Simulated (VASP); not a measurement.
# Si (I4_1/amd) in VASP: further runs

Si is run at these levels: PBE; tasks: relaxation of cell and atoms, single point.

All numbers are computed with VASP 6.6.1; they aren't measurements. Logs are shortened: lines on timing, memory, paths and dates and some standing lists are left out, and cuts for length are marked.

## 1. The cell of the first run

It takes space group I4_1/amd (No. 141, tetragonal). Conventional cell: a = 3.101 Å, b = 3.101 Å, c = 10.495 Å, α = 90.00°, β = 90.00°, γ = 90.00°. Within 3.2 Å of Si (site symmetry 2mm) lie 14 Si at 2.33 to 3.10 Å.

The cell was built from a structure type or drawn by symmetry, and may not be a known phase.

## 2. Relaxation of cell and atoms, PBE

Input file INCAR:

```
SYSTEM = Si
PREC = Accurate
ENCUT = 600
EDIFF = 1E-7
ISMEAR = 0
SIGMA = 0.1
LREAL = .FALSE.
LASPH = .TRUE.
NELM = 80
ALGO = Normal
ISIF = 3
LWAVE = .FALSE.
LCHARG = .FALSE.
GGA = PE
IBRION = 2
NSW = 90
EDIFFG = -0.04
```

Input file KPOINTS:

```
Automatic mesh
0
G
  8 8 8
  0 0 0
```

Input file POSCAR:

```
Si
1.0
   -1.5507345900      1.5507345900      5.2474376800
    1.5507345900     -1.5507345900      5.2474376800
    1.5507345900      1.5507345900     -5.2474376800
Si
4
Direct
    0.7920000000      0.7920000000      0.0000000000
    0.5420000000      0.0420000000      0.5000000000
    0.2080000000      0.2080000000      0.0000000000
    0.9580000000      0.4580000000      0.5000000000
```

Potentials or basis: VASP PAW PBE potentials, release 64 (Si).

The run is started by

```bash
$ cat potpaw_PBE.64/Si/POTCAR > POTCAR
$ mpirun -np 1 vasp_std > vasp.out
```

OUTCAR:

```text
SYSTEM = Si
   PREC = Accurate
   ENCUT = 600
   EDIFF = 1E-7
   ISMEAR = 0
   LREAL = .FALSE.
   LASPH = .TRUE.
   NELM = 80
   ISIF = 3
   GGA = PE
   IBRION = 2
   NSW = 90
   EDIFFG = -0.04

 ion  position               nearest neighbor table
   1  0.792  0.792  0.000-   4 2.33   4 2.33   3 2.36   3 2.36   3 2.36   3 2.36   2 3.05   2 3.05
                             2 3.05   2 3.05
   2  0.542  0.042  0.500-   3 2.33   3 2.33   4 2.36   4 2.36   4 2.36   4 2.36   1 3.05   1 3.05
                             1 3.05   1 3.05
   3  0.208  0.208  0.000-   2 2.33   2 2.33   1 2.36   1 2.36   1 2.36   1 2.36   4 3.05   4 3.05
                             4 3.05   4 3.05
   4  0.958  0.458  0.500-   1 2.33   1 2.33   2 2.36   2 2.36   2 2.36   2 2.36   3 3.05   3 3.05
                             3 3.05   3 3.05

  LATTYP: Found a body centered tetragonal cell.
 ALAT       =     3.1014691800
 C/A-ratio  =     3.3838399645

  Lattice vectors:

 A1 = (  -1.5507345900,   1.5507345900,   5.2474376800)
 A2 = (   1.5507345900,  -1.5507345900,   5.2474376800)
 A3 = (   1.5507345900,   1.5507345900,  -5.2474376800)

Analysis of symmetry for initial positions (statically):
=====================================================================
 Subroutine PRICEL returns:
 Original cell was already a primitive cell.

 Routine SETGRP: Setting up the symmetry group for a
 body centered tetragonal supercell.

 Subroutine GETGRP returns: Found 16 space group operations
 (whereof  8 operations were pure point group operations)
 out of a pool of 16 trial point group operations.

The static configuration has the point symmetry D_2d.
 The point group associated with its full space group is D_4h.

Analysis of symmetry for dynamics (positions and initial velocities):
=====================================================================
 Subroutine PRICEL returns:
 Original cell was already a primitive cell.

 Routine SETGRP: Setting up the symmetry group for a
 body centered tetragonal supercell.

 Subroutine GETGRP returns: Found 16 space group operations
 (whereof  8 operations were pure point group operations)
 out of a pool of 16 trial point group operations.

The dynamic configuration has the point symmetry D_2d.
 The point group associated with its full space group is D_4h.

 Subroutine INISYM returns: Found 16 space group operations
 (whereof  8 operations are pure point group operations),
 and found     1 'primitive' translations

----------------------------------------------------------------------------------------

                                     Primitive cell

  volume of cell :      50.4757

  direct lattice vectors                    reciprocal lattice vectors
    -1.550734590  1.550734590  5.247437680     0.000000000  0.322427837  0.095284600
     1.550734590 -1.550734590  5.247437680     0.322427837  0.000000000  0.095284600
     1.550734590  1.550734590 -5.247437680     0.322427837  0.322427837  0.000000000

  length of vectors
     5.687280347  5.687280347  5.687280347     0.336212530  0.336212530  0.455981820

  position of ions in fractional coordinates (direct lattice)
     0.792000000  0.792000000  0.000000000
     0.542000000  0.042000000  0.500000000
     0.208000000  0.208000000  0.000000000
     0.958000000  0.458000000  0.500000000

  ion indices of the primitive-cell ions
   primitive index   ion index
                 1           1
                 2           2
                 3           3
                 4           4

----------------------------------------------------------------------------------------

 KPOINTS: Automatic mesh

Automatic generation of k-mesh.
 Grid dimensions read from file:
 generate k-points for:    8    8    8

 Generating k-lattice:

  Cartesian coordinates                     Fractional coordinates (reciprocal lattice)
     0.000000000  0.040303480  0.011910575     0.125000000 -0.000000000  0.000000000
     0.040303480  0.000000000  0.011910575    -0.000000000  0.125000000  0.000000000
     0.040303480  0.040303480  0.000000000     0.000000000  0.000000000  0.125000000

  Length of vectors
     0.042026566  0.042026566  0.056997728

  Shift w.r.t. Gamma in fractional coordinates (k-lattice)
     0.000000000  0.000000000  0.000000000

 Subroutine IBZKPT returns following result:
 ===========================================

 Found     59 irreducible k-points:

 Following reciprocal coordinates:
            Coordinates               Weight
  0.000000  0.000000  0.000000      1.000000
  0.125000  0.000000  0.000000      8.000000
  0.250000  0.000000  0.000000      8.000000
  0.375000  0.000000  0.000000      8.000000
  0.500000  0.000000  0.000000      4.000000
  0.125000  0.125000  0.000000      8.000000
[... 16 lines left out ...]
  0.250000  0.125000  0.125000     16.000000
  0.375000  0.125000  0.125000      8.000000
 [... further k-points ...]
   k-points           NKPTS =     59   k-points in BZ     NKDIM =     59   number of bands    NBANDS=     12
   number of dos      NEDOS =    301   number of ions     NIONS =      4
   total plane-waves  NPLWV = 110592
   dimension x,y,z NGX =    48 NGY =   48 NGZ =   48
   dimension x,y,z NGXF=    96 NGYF=   96 NGZF=   96
   ions per type =               4
   NGX,Y,Z   is equivalent  to a cutoff of  14.03, 14.03, 14.03 a.u.
   NGXF,Y,Z  is equivalent  to a cutoff of  28.06, 28.06, 28.06 a.u.
 SYSTEM =  Si
   PREC   = accura    normal or accurate (medium, high low for compatibility)
   ISTART =      0    job   : 0-new  1-cont  2-samecut
   ICHARG =      2    charge: 1-file 2-atom 10-const
   ISPIN  =      1    spin polarized calculation?
   LNONCOLLINEAR =      F non collinear calculations
   LSORBIT =      F    spin-orbit coupling
   LASPH  =      T    aspherical Exc in radial PAW
   ENCUT  =  600.0 eV  44.10 Ry    6.64 a.u.  11.36 11.36 11.36*2*pi/ulx,y,z
   NELM   =     80;   NELMIN=  2; NELMDL= -5     # of ELM steps
   EDIFF  = 0.1E-06   stopping-criterion for ELM
   LREAL  =      F    real-space projection
   EDIFFG = -.4E-01   stopping-criterion for IOM
   NSW    =     90    number of steps for IOM
   IBRION =      2    ionic relax: 0-MD 1-quasi-New 2-CG
   NFREE  =      1    steps in history (QN), initial steepest desc. (CG)
   ISIF   =      3    stress and relaxation
   ISYM   =      2    0-nonsym 1-usesym 2-fastsym
   POTIM  = 0.5000    time-step for ionic-motion
   TEBEG  =    0.0;   TEEND  =   0.0 temperature during run
   PSTRESS=    0.0 pullay stress
   NELECT =      16.0000    total number of electrons
   NUPDOWN=      -1.0000    fix difference up-down
   EMIN   =  10.00;   EMAX   =-10.00  energy-range for DOS
   EFERMI =   0.00;   METHOD = LEGACY
   ISMEAR =     0;   SIGMA  =   0.10  broadening in eV -4-tet -1-fermi 0-gaus
   EFERMI_NEDOS =   21; number of points for ismear=-14 and -15
   IALGO  =     38    algorithm
   IMIX   =      4    mixing-type and parameters
     AMIX     =   0.40;   BMIX     =  1.00
     AMIX_MAG =   1.60;   BMIX_MAG =  1.00
  volume/ion in A,a.u.               =      12.62        85.16
  Fermi-wavevector in a.u.,A,eV,Ry     =   1.116231  2.109371 16.952474  1.245972
  Thomas-Fermi vector in A             =   2.252843
   LORBIT       =      0    0 simple, 1 ext, 2 COOP (PROOUT), +10 PAW based schemes
   GGA     = PE    functional components
   LHFCALC =     F    Hartree Fock is set to
   AEXX    =    0.0000 exact exchange contribution
   IVDW    =     0    specifies the selected vdW correction
   LEPSILON=     F    determine dielectric tensor
   LRPA    =     F    only Hartree local field effects (RPA)
 conjugate gradient relaxation of ions
 non-spin polarized calculation
 Gauss-broadening in eV      SIGMA  =   0.10
  energy-cutoff  :      600.00
  volume of cell :       50.48
 maximum number of plane-waves:      1708
 NGX is ok and might be reduce to    48
   NGX = 23   NGY = 23   NGZ = 23

--------------------------------------- Ionic step        1  -------------------------------------------

 number of electron      16.0000000 magnetization

 Free energy of the ion-electron system (eV)
  ---------------------------------------------------
  ext. energy  EPLUGINS =         0.00000000
  ---------------------------------------------------
  free energy    TOTEN  =       -18.57693523 eV

  energy without entropy =      -18.56540855  energy(sigma->0) =      -18.57117189

 E-fermi :  11.6876     XC(G=0): -11.6556

 val. band max:       11.6737594898   @ k =   0.2500   0.2500   0.1250
 cond. band min:      11.7010876545   @ k =  -0.3750   0.3750   0.0000
 fundamental gap:      0.0273281647
 Fermi energy:        11.6876404104

 k-point     1 :       0.0000    0.0000    0.0000
  band No.  band energies     occupation
      1      -3.9111      2.00000
      2       0.6052      2.00000
      3       1.9253      2.00000
      4      10.3968      2.00000
      5      10.3968      2.00000
      6      10.6971      2.00000
      7      10.6971      2.00000
      8      11.7508      0.37163
      9      12.9252      0.00000
     10      14.1375      0.00000
     11      14.3891      0.00000
     12      16.4345      0.00000
[... 452 lines left out ...]
  FREE ENERGIE OF THE ION-ELECTRON SYSTEM (eV)
  ---------------------------------------------------
  free  energy   TOTEN  =       -19.8795809800 eV

  energy  without entropy=      -19.8699668169  energy(sigma->0) =      -19.87477390

[... ionic steps 4 to 12 ...]

--------------------------------------- Ionic step       13  -------------------------------------------

 number of electron      16.0000000 magnetization

------------------------ aborting loop because EDIFF is reached ----------------------------------------

  FORCE on cell =-STRESS in cart. coord.  units (eV):
  Direction    XX          YY          ZZ          XY          YZ          ZX
  --------------------------------------------------------------------------------------
  -------------------------------------------------------------------------------------
  Total       -0.5267540     -0.5267540     -0.1724251      0.0000000      0.0000000      0.0000000
  in kB      -13.4279559    -13.4279559     -4.3954416      0.0000000      0.0000000      0.0000000
  external PRESSURE =     -10.4171178 kB  Pullay stress =       0.0000000 kB
[... 61 lines left out ...]
  energy  without entropy=      -19.9047635642  energy(sigma->0) =      -19.90795613

--------------------------------------- Ionic step       15  -------------------------------------------

 number of electron      16.0000000 magnetization

 Free energy of the ion-electron system (eV)
  ---------------------------------------------------
  ext. energy  EPLUGINS =         0.00000000
  ---------------------------------------------------
  free energy    TOTEN  =       -19.91379343 eV

  energy without entropy =      -19.90741899  energy(sigma->0) =      -19.91060621

 E-fermi :   9.0590     XC(G=0): -10.8189

 val. band max:        9.0152122096   @ k =  -0.1250   0.2500   0.1250
 cond. band min:       9.0634890123   @ k =  -0.3750   0.5000   0.2500
 fundamental gap:      0.0482768027
 Fermi energy:         9.0589644574

 k-point     1 :       0.0000    0.0000    0.0000
  band No.  band energies     occupation
      1      -4.7435      2.00000
      2       0.2181      2.00000
      3       1.2133      2.00000
      4       7.0484      2.00000
      5       7.0484      2.00000
      6       7.3564      2.00000
      7       7.3564      2.00000
      8       8.7845      1.99990
      9       9.1583      0.16006
     10       9.3748      0.00001
     11       9.8145      0.00000
     12      16.0760      0.00000
[... 376 lines left out ...]
  FREE ENERGIE OF THE ION-ELECTRON SYSTEM (eV)
  ---------------------------------------------------
  free  energy   TOTEN  =       -19.9137934309 eV

  energy  without entropy=      -19.9074189857  energy(sigma->0) =      -19.91060621

 reached required accuracy - stopping structural energy minimisation
```

It took 7.1 min on 1 thread of Intel Xeon 6975P-C (Granite Rapids), shared host; peak memory 0.33 GiB.

What came out:

```yaml
Free_energy: -19.9138 eV
Relaxed_volume: 15.57 Å³/atom
Relaxed_cell: a = 5.653 Å, b = 5.653 Å, c = 5.653 Å, α = 143.93°, β = 143.93°, γ = 51.93°
Space_group_after_relaxing_to_0.1_Å: I4_1/amd (No. 141)
Energy_gained_by_relaxing: 334.2 meV/atom
Ionic_steps: 15
Pressure_after_relaxing: -0.2 GPa
Largest_force_after_relaxing: 0.030 eV/Å
Band_gap_on_the_k_mesh: zero (bands 8 and 9 overlap by 3.85 eV)
```

Forces on the atoms (eV/Å):
```
Si   0.000  0.000 -0.030
Si   0.000  0.000 -0.030
Si   0.000  0.000  0.030
Si   0.000  0.000  0.030
```

The path:
| step | energy change (eV) | largest force (eV/Å) | pressure (GPa) | volume (Å³) |
| --- | --- | --- | --- | --- |
| 1 | 0.0000 | 0.2177 | 36.71 | 50.48 |
| 2 | -0.8945 | 0.0633 | -10.37 | 74.62 |
| 3 | -1.3026 | 0.0692 | -0.32 | 63.93 |
| 4 | -1.3024 | 0.0737 | 0.11 | 63.64 |
| 5 | -1.3088 | 0.0750 | 0.15 | 63.49 |
| 6 | -1.3122 | 0.0728 | 0.21 | 63.31 |
| 7 | -1.3163 | 0.0600 | 0.34 | 62.95 |
| 8 | -1.3278 | 0.1171 | 0.77 | 62.15 |
| 9 | -1.2480 | 0.2314 | 2.13 | 60.26 |
| 10 | -1.3281 | 0.1410 | 0.91 | 61.99 |
| 11 | -1.3271 | 0.1680 | 1.11 | 61.45 |
| 12 | -1.3291 | 0.1531 | 0.97 | 61.80 |
| 13 | -1.3332 | 0.0510 | -1.04 | 62.85 |
| 14 | -1.3342 | 0.0825 | -0.44 | 62.52 |
| 15 | -1.3369 | 0.0298 | -0.23 | 62.27 |

Final structure:
```xyz
4
Lattice="-1.7501 1.7501 5.0827 1.7501 -1.7501 5.0827 1.7501 1.7501 -5.0827" Properties=species:S:1:pos:R:3 pbc="T T T"
Si    0.0000    0.0000    7.9966
Si    0.0000    1.7501    0.3725
Si    1.7501    1.7501   -2.9139
Si    0.0000    1.7501    4.7101
```

Caveat: the volume moved by over 15 % at a fixed basis, so the end points are rough.

## 3. Single point, PBE

This run uses another cell than the first one, of 15.69 Å³/atom.

Input file INCAR:

```
SYSTEM = Si
PREC = Accurate
ENCUT = 520
EDIFF = 1E-7
ISMEAR = 0
SIGMA = 0.1
LREAL = .False.
LASPH = .True.
NELM = 60
ALGO = Normal
ISIF = 2
LWAVE = .False.
LCHARG = .False.
GGA = PE
NBANDS = 16
```

Input file KPOINTS:

```
regular mesh
0
Gamma
  18 18 18
  0 0 0
```

Input file POSCAR:

```
Si
1.0
   -1.7189077594      1.7189077594      5.3096681471
    1.7189077594     -1.7189077594      5.3096681471
    1.7189077594      1.7189077594     -5.3096681471
Si
4
Direct
    0.7881790551      0.7881790551      0.0000000000
    0.5381790551      0.0381790551      0.5000000000
    0.2118209449      0.2118209449      0.0000000000
    0.9618209449      0.4618209449      0.5000000000
```

Potentials or basis: VASP PAW PBE potentials, release 64 (Si).

The run is started by

```bash
$ cat potpaw_PBE.64/Si/POTCAR > POTCAR
$ mpirun -np 1 vasp_std > vasp.out
```

It took 6.7 min on 1 thread of Intel Xeon 6975P-C (Granite Rapids), shared host; peak memory 0.56 GiB.

It converged, with:

* Free energy: -19.9341 eV
* Pressure: 0.0 GPa
* Band gap on the k mesh: zero (bands 8 and 9 overlap by 4.82 eV)

Levels at points of the mesh, in eV from the Fermi level:
```tsv
k point	band 4	band 5	band 6	band 7	band 8	band 9	band 10	band 11	band 12	band 13
(0.00, 0.00, 0.00)	-1.68	-1.68	-1.39	-1.39	0.28	0.46	0.67	1.16	5.89	6.42
(0.50, 0.00, 0.00)	-7.48	-3.32	-2.20	-0.22	0.96	2.21	2.24	2.53	3.15	3.91
(0.50, 0.50, 0.00)	-6.85	-5.69	-5.69	-3.38	-3.38	-1.78	-1.78	3.14	3.14	4.29
(0.50, 0.50, 0.50)	-2.91	-2.66	-2.66	-0.09	-0.09	0.92	0.92	3.22	3.22	4.21
```
